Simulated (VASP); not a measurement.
Sc3NbO2, 6 atoms in the cell. It takes space group P-3m1 (No. 164, trigonal). Conventional cell: a = 3.170 Å, b = 3.170 Å, c = 10.277 Å, α = 90.00°, β = 90.00°, γ = 120.00°. Sc (site symmetry 3m) has 3 O at 2.32 Å and 3 Nb at 3.06 Å within 3.1 Å. Within 2.9 Å of Sc (site symmetry -3m) lie 6 O at 2.22 Å. Nb (site symmetry -3m) has 6 Sc at 3.06 Å and 6 Nb at 3.17 Å within 4.0 Å. Within 2.9 Å of O (site symmetry 3m) lie 6 Sc at 2.22 to 2.32 Å.  This cell differs from its parent crystal: volume scaled by 1.03.

```yaml
Program: VASP 6.6.1
Task: relaxation of shape and atoms at fixed volume
Functional: PBE
Potentials_or_basis: VASP PAW PBE potentials, release 64 (Sc_sv, Nb_sv, O)
Cutoff: 600 eV
k_mesh: 12 × 12 × 4
Occupations: gaussian, width 0.1 eV
Spin: no spin polarisation
Dipole_correction: no
Further_INCAR_settings: ALGO = Normal; EDIFF = 1e-06; IBRION = 2; EDIFFG = -0.01; NSW = 50; ISIF = 4
```

Potentials or basis: VASP PAW PBE potentials, release 64 (Sc_sv, Nb_sv, O).

The run is started by

```bash
$ cat potpaw_PBE.64/Sc_sv/POTCAR potpaw_PBE.64/Nb_sv/POTCAR potpaw_PBE.64/O/POTCAR > POTCAR
$ mpirun -np 1 vasp_std > vasp.out
```

Hardware: 1 thread of AMD EPYC 9R45 96-Core Processor (Zen 5), on a shared host.

Q: How long does it take, and how much memory?

A: Wall time 7 min on 1 thread of AMD EPYC 9R45 96-Core Processor (Zen 5), on a shared host, peak memory 0.37 GiB. Counts: scf iterations 30, k points 69, ion steps 3.
